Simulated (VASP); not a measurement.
# Ir3Ru2 (P-6m2) in VASP: single point with PBE

Aim: the single point of Ir3Ru2 with PBE.

Everything below comes from runs of VASP 6.6.1. Logs are shortened: lines on timing, memory, paths and dates and some standing lists are left out, and cuts for length are marked.

## Step 1: The cell of the first run

It takes space group P-6m2 (No. 187, hexagonal). The conventional cell has a = 2.740 Å, b = 2.740 Å, c = 21.876 Å, α = 90.00°, β = 90.00°, γ = 120.00°. Within 3.5 Å of Ru (site symmetry 3m) lie 6 Ir at 2.69 to 2.70 Å and 6 Ru at 2.74 Å. Within 3.5 Å of Ru (site symmetry 3m) lie 6 Ir at 2.67 to 2.69 Å and 6 Ru at 2.74 Å. Within 3.6 Å of Ir (site symmetry -6m2) lie 6 Ru at 2.70 Å and 6 Ir at 2.74 Å. Within 3.5 Å of Ir (site symmetry 3m) lie 6 Ru at 2.69 Å and 6 Ir at 2.74 Å. Ir (site symmetry 3m) has 3 Ru at 2.67 Å and 9 Ir at 2.74 to 2.75 Å within 3.5 Å. Within 3.6 Å of Ir (site symmetry -6m2) lie 12 Ir at 2.74 to 2.75 Å.

## Step 2: Single point, PBE

File INCAR:

```
SYSTEM = Ir3Ru2
PREC = Accurate
ENCUT = 500
EDIFF = 1E-6
ISMEAR = 0
SIGMA = 0.1
LREAL = .False.
LASPH = .True.
NELM = 120
ALGO = Normal
ISIF = 2
LWAVE = .False.
LCHARG = .False.
GGA = PE
NBANDS = 66
GGA_COMPAT = .False.
```

File KPOINTS:

```
regular mesh
0
Gamma
  18 18 2
  0 0 0
```

File POSCAR:

```
Ir3Ru2
1.0
    2.7398362773      0.0000000000      0.0000000000
   -1.3699181386      2.3727678183      0.0000000000
    0.0000000000      0.0000000000     21.8756200206
Ru Ir
4 6
Direct
    0.6666666667      0.3333333333      0.0997925489
    0.6666666667      0.3333333333      0.2986785103
    0.6666666667      0.3333333333      0.7013214897
    0.6666666667      0.3333333333      0.9002074511
    0.3333333333      0.6666666667      0.0000000000
    0.3333333333      0.6666666667      0.1991902396
    0.3333333333      0.6666666667      0.3971625349
    0.3333333333      0.6666666667      0.6028374651
    0.3333333333      0.6666666667      0.8008097604
    0.6666666667      0.3333333333      0.5000000000
```

Potentials or basis: VASP PAW PBE potentials, release 64 (Ru_pv, Ir).

Launch:

```console
$ cat potpaw_PBE.64/Ru_pv/POTCAR potpaw_PBE.64/Ir/POTCAR > POTCAR
$ mpirun -np 1 vasp_std > vasp.out
```

OUTCAR:

```text
SYSTEM = Ir3Ru2
   PREC = Accurate
   ENCUT = 500
   EDIFF = 1E-6
   ISMEAR = 0
   LREAL = .False.
   LASPH = .True.
   NELM = 120
   ISIF = 2
   GGA = PE

 ion  position               nearest neighbor table
   1  0.667  0.333  0.100-   6 2.69   6 2.69   6 2.69   5 2.70   5 2.70   5 2.70
   2  0.667  0.333  0.299-   7 2.67   7 2.67   7 2.67   6 2.69   6 2.69   6 2.69
   3  0.667  0.333  0.701-   8 2.67   8 2.67   8 2.67   9 2.69   9 2.69   9 2.69
   4  0.667  0.333  0.900-   9 2.69   9 2.69   9 2.69   5 2.70   5 2.70   5 2.70
   5  0.333  0.667  0.000-   1 2.70   4 2.70   1 2.70   4 2.70   1 2.70   4 2.70
   6  0.333  0.667  0.199-   1 2.69   1 2.69   1 2.69   2 2.69   2 2.69   2 2.69
   7  0.333  0.667  0.397-   2 2.67   2 2.67   2 2.67  10 2.75  10 2.75  10 2.75
   8  0.333  0.667  0.603-   3 2.67   3 2.67   3 2.67  10 2.75  10 2.75  10 2.75
   9  0.333  0.667  0.801-   4 2.69   4 2.69   4 2.69   3 2.69   3 2.69   3 2.69
  10  0.667  0.333  0.500-   7 2.75   8 2.75   7 2.75   8 2.75   7 2.75   8 2.75

  LATTYP: Found a hexagonal cell.
 ALAT       =     2.7398362773
 C/A-ratio  =     7.9842800104

  Lattice vectors:

 A1 = (   2.7398362773,   0.0000000000,   0.0000000000)
 A2 = (  -1.3699181386,   2.3727678183,   0.0000000000)
 A3 = (   0.0000000000,   0.0000000000,  21.8756200206)

Analysis of symmetry for initial positions (statically):
=====================================================================
 Subroutine PRICEL returns:
 Original cell was already a primitive cell.

 Routine SETGRP: Setting up the symmetry group for a
 hexagonal supercell.

 Subroutine GETGRP returns: Found 12 space group operations
 (whereof 12 operations were pure point group operations)
 out of a pool of 24 trial point group operations.

The static configuration has the point symmetry D_3h.

Analysis of symmetry for dynamics (positions and initial velocities):
=====================================================================
 Subroutine PRICEL returns:
 Original cell was already a primitive cell.

 Routine SETGRP: Setting up the symmetry group for a
 hexagonal supercell.

 Subroutine GETGRP returns: Found 12 space group operations
 (whereof 12 operations were pure point group operations)
 out of a pool of 24 trial point group operations.

The dynamic configuration has the point symmetry D_3h.

 Subroutine INISYM returns: Found 12 space group operations
 (whereof 12 operations are pure point group operations),
 and found     1 'primitive' translations

----------------------------------------------------------------------------------------
[... 115 lines left out ...]
   ISIF   =      2    stress and relaxation
   ISYM   =      2    0-nonsym 1-usesym 2-fastsym
   POTIM  = 0.5000    time-step for ionic-motion
   TEBEG  =    0.0;   TEEND  =   0.0 temperature during run
   PSTRESS=    0.0 pullay stress
   NELECT =     110.0000    total number of electrons
   NUPDOWN=      -1.0000    fix difference up-down
   EMIN   =  10.00;   EMAX   =-10.00  energy-range for DOS
   EFERMI =   0.00;   METHOD = LEGACY
   ISMEAR =     0;   SIGMA  =   0.10  broadening in eV -4-tet -1-fermi 0-gaus
   EFERMI_NEDOS =   21; number of points for ismear=-14 and -15
   IALGO  =     38    algorithm
   IMIX   =      4    mixing-type and parameters
     AMIX     =   0.40;   BMIX     =  1.00
     AMIX_MAG =   1.60;   BMIX_MAG =  1.00
  volume/ion in A,a.u.               =      14.22        95.97
  Fermi-wavevector in a.u.,A,eV,Ry     =   1.502769  2.839822 30.726249  2.258316
  Thomas-Fermi vector in A             =   2.613967
   LORBIT       =      0    0 simple, 1 ext, 2 COOP (PROOUT), +10 PAW based schemes
   GGA     = PE    functional components
   LHFCALC =     F    Hartree Fock is set to
   AEXX    =    0.0000 exact exchange contribution
   IVDW    =     0    specifies the selected vdW correction
   LEPSILON=     F    determine dielectric tensor
   LRPA    =     F    only Hartree local field effects (RPA)
 non-spin polarized calculation
 Gauss-broadening in eV      SIGMA  =   0.10
  energy-cutoff  :      500.00
  volume of cell :      142.21
 maximum number of plane-waves:      3667
 NGX is ok and might be reduce to    20
   NGX =  9   NGY =  9   NGZ = 79

 number of electron     110.0000005 magnetization

 Free energy of the ion-electron system (eV)
  ---------------------------------------------------
  ext. energy  EPLUGINS =         0.00000000
  ---------------------------------------------------
  free energy    TOTEN  =       -90.19358448 eV

  energy without entropy =      -90.13739196  energy(sigma->0) =      -90.16548822

 E-fermi :  11.1237     XC(G=0): -13.9100

 val. band max:       11.1162836751   @ k =   0.3333   0.0556   0.0000
 cond. band min:      11.1244307930   @ k =   0.3889  -0.0000   0.0000
 fundamental gap:      0.0081471180
 Fermi energy:        11.1237440243

 k-point     1 :       0.0000    0.0000    0.0000
  band No.  band energies     occupation
      1     -32.2466      2.00000
      2     -32.2466      2.00000
      3     -32.1819      2.00000
      4     -32.1731      2.00000
      5     -31.7604      2.00000
      6     -31.7604      2.00000
[... 1645 lines left out ...]
     65      13.8999      0.00000
     66      13.9193      0.00000

 [... further k-points ...]
[... 5 lines left out ...]
  --------------------------------------------------------------------------------------
  -------------------------------------------------------------------------------------
  Total        0.2371960      0.2371960      0.2523619      0.0000000     -0.0000000      0.0000000
  in kB        2.6722534      2.6722534      2.8431131      0.0000000     -0.0000000      0.0000000
  external PRESSURE =       2.7292066 kB  Pullay stress =       0.0000000 kB

 VOLUME and BASIS-vectors are now :
 -----------------------------------------------------------------------------
  energy-cutoff  :      500.00
  volume of cell :      142.21
      direct lattice vectors                 reciprocal lattice vectors
     2.739836277  0.000000000  0.000000000     0.364985313  0.210724368  0.000000000
    -1.369918139  2.372767818  0.000000000     0.000000000  0.421448737  0.000000000
     0.000000000  0.000000000 21.875620021     0.000000000  0.000000000  0.045712990

 POSITION                                       TOTAL-FORCE (eV/Angst)
 -----------------------------------------------------------------------------------
      1.36992      0.79092      2.18302         0.000000      0.000000     -0.000552
      1.36992      0.79092      6.53378        -0.000000     -0.000000     -0.000786
      1.36992      0.79092     15.34184        -0.000000      0.000000      0.000786
      1.36992      0.79092     19.69260         0.000000      0.000000      0.000552
     -0.00000      1.58185      0.00000         0.000000      0.000000     -0.000000
     -0.00000      1.58185      4.35741        -0.000000     -0.000000      0.000002
     -0.00000      1.58185      8.68818         0.000000      0.000000     -0.017698
     -0.00000      1.58185     13.18744        -0.000000     -0.000000      0.017698
     -0.00000      1.58185     17.51821        -0.000000      0.000000     -0.000002
      1.36992      0.79092     10.93781        -0.000000      0.000000     -0.000000
 -----------------------------------------------------------------------------------
    total drift:                                0.000000     -0.000000      0.000000

  FREE ENERGIE OF THE ION-ELECTRON SYSTEM (eV)
  ---------------------------------------------------
  free  energy   TOTEN  =       -90.1935844761 eV

  energy  without entropy=      -90.1373919607  energy(sigma->0) =      -90.16548822
```

OSZICAR:

```text
N       E                     dE             d eps       ncg     rms          rms(c)
DAV:   1     0.139777735433E+04    0.13978E+04   -0.55813E+04 10352   0.171E+03
DAV:   2     0.205349776976E+01   -0.13957E+04   -0.13531E+04  9852   0.565E+02
DAV:   3    -0.890278622862E+02   -0.91081E+02   -0.83478E+02 13024   0.139E+02
DAV:   4    -0.964955316456E+02   -0.74677E+01   -0.69555E+01 13130   0.323E+01
[... 22 lines left out ...]
DAV:  27    -0.901935940278E+02    0.11463E-04   -0.11623E-05 11562   0.130E-02    0.357E-02
DAV:  28    -0.901935884793E+02    0.55485E-05   -0.51857E-06  7896   0.103E-02    0.247E-02
DAV:  29    -0.901935858622E+02    0.26171E-05   -0.38901E-06  8132   0.762E-03    0.161E-02
DAV:  30    -0.901935847124E+02    0.11498E-05   -0.18695E-06  6648   0.573E-03    0.864E-03
DAV:  31    -0.901935844761E+02    0.23626E-06   -0.64920E-07  5820   0.340E-03
   1 F= -.90193584E+02 E0= -.90165488E+02  d E =-.561925E-01
```

stdout:

```text
POSCAR found type information on POSCAR RuIr
 POSCAR found :  2 types and      10 ions
 scaLAPACK will be used
 LDA part: xc-table for (Slater+PW92), standard interpolation
 POSCAR, INCAR and KPOINTS ok, starting setup
 FFT: planning ... GRIDC
 FFT: planning ... GRID_SOFT
 FFT: planning ... GRID
 WAVECAR not read
 entering main loop
```

Wall time 46 min (1 thread of Intel Xeon 8259CL, shared host); peak memory 0.59 GiB.

Results:

```
Free energy            : -90.1936 eV
Pressure               : 0.3 GPa
Largest force          : 0.018 eV/Å
Band gap on the k mesh : zero (bands 55 and 56 overlap by 2.58 eV)
```

Forces in eV/Å, atoms in the order of the input:
```
Ru   0.000  0.000 -0.001
Ru   0.000  0.000 -0.001
Ru   0.000  0.000  0.001
Ru   0.000  0.000  0.001
Ir   0.000  0.000  0.000
Ir   0.000  0.000  0.000
Ir   0.000  0.000 -0.018
Ir   0.000  0.000  0.018
Ir   0.000  0.000  0.000
Ir   0.000  0.000  0.000
```

Levels at points of the mesh, in eV from the Fermi level:
```csv
k point,band 51,band 52,band 53,band 54,band 55,band 56
"(0.00, 0.00, 0.00)",-2.09,-1.54,-1.54,-1.50,-1.50,-1.42
"(0.50, 0.00, 0.00)",0.65,0.78,0.89,0.93,0.93,0.95
"(0.00, 0.00, 0.50)",-1.91,-1.91,-1.89,-1.89,-1.06,-1.06
"(0.50, 0.00, 0.50)",0.74,0.75,0.89,0.91,0.94,1.07
```

Caveat: spin-orbit coupling is left out, which moves the levels of the heavy elements.
